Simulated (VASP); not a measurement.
A run of VASP 6.6.1:

Contents of INCAR:

```
SYSTEM = BaH2
PREC = Accurate
ENCUT = 520
EDIFF = 1E-7
ISMEAR = -1
SIGMA = 0.05
LREAL = .False.
LASPH = .True.
NELM = 100
ALGO = Normal
ISIF = 2
LWAVE = .False.
LCHARG = .False.
GGA = PS
NBANDS = 36
```

File KPOINTS:

```
regular mesh
0
Gamma
  4 7 4
  0 0 0
```

Contents of POSCAR:

```
BaH2
1.0
    6.7920000000      0.0000000000      0.0000000000
    0.0000000000      4.1680000000      0.0000000000
    0.0000000000      0.0000000000      7.8580000000
Ba H
4 8
Direct
    0.7397100000      0.7500000000      0.1113700000
    0.7602900000      0.2500000000      0.6113700000
    0.2397100000      0.7500000000      0.3886300000
    0.2602900000      0.2500000000      0.8886300000
    0.3540000000      0.7500000000      0.0865000000
    0.1460000000      0.2500000000      0.5865000000
    0.8540000000      0.7500000000      0.4135000000
    0.6460000000      0.2500000000      0.9135000000
    0.9570000000      0.7500000000      0.8260000000
    0.5430000000      0.2500000000      0.3260000000
    0.4570000000      0.7500000000      0.6740000000
    0.0430000000      0.2500000000      0.1740000000
```

Potentials or basis: VASP PAW PBE potentials, release 64 (Ba_sv, H).

Run with:

```bash
$ cat potpaw_PBE.64/Ba_sv/POTCAR potpaw_PBE.64/H/POTCAR > POTCAR
$ mpirun -np 1 vasp_std > vasp.out
```

Hardware: 1 thread of Oxide Virtual Turin-like Processor (shared host).

Estimate the wall time of this run.

Wall time 3.6 min on 1 thread of Oxide Virtual Turin-like Processor (shared host), peak memory 0.4 GiB. Counts: scf iterations 15, k points 36.
